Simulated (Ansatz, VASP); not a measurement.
One calculation of GaN, two programs

```
Ga N
1.0
     3.17890    0.00000    0.00000
    -1.58945    2.75301    0.00000
     0.00000    0.00000   23.80000
Ga N
1 1
Direct
  0.33333 0.66667 0.29412
  0.66667 0.33333 0.29412
```

Alike in both runs: functional PBEsol; dispersion D3(BJ); k mesh 12 × 12 × 1; occupations gaussian, width 0.03 eV; no spin polarisation.

Ansatz relaxed the structure, and its values are those at the end. VASP's run is a single point on that final structure, the one shown.

|  | VASP | Ansatz |
| --- | --- | --- |
| version | VASP 6.6.1 | Ansatz 0.2.0 |
| potentials or method | VASP PAW PBE potentials, release 64 (Ga_d, N), cutoff 520 eV | scalar-relativistic, plane waves, PAW |
| valence electrons in the cell | 18 | 18 |

```tsv
	VASP	Ansatz	Ansatz less VASP
gap on the k mesh at the Fermi level (eV)	2.36	2.35	-0.008
least direct gap on the mesh (eV)	2.60	2.59	-0.014
```

VASP's potentials were made for PBE, not for PBEsol. Ansatz's warnings: slab cell height set, structure snapped to symmetry.
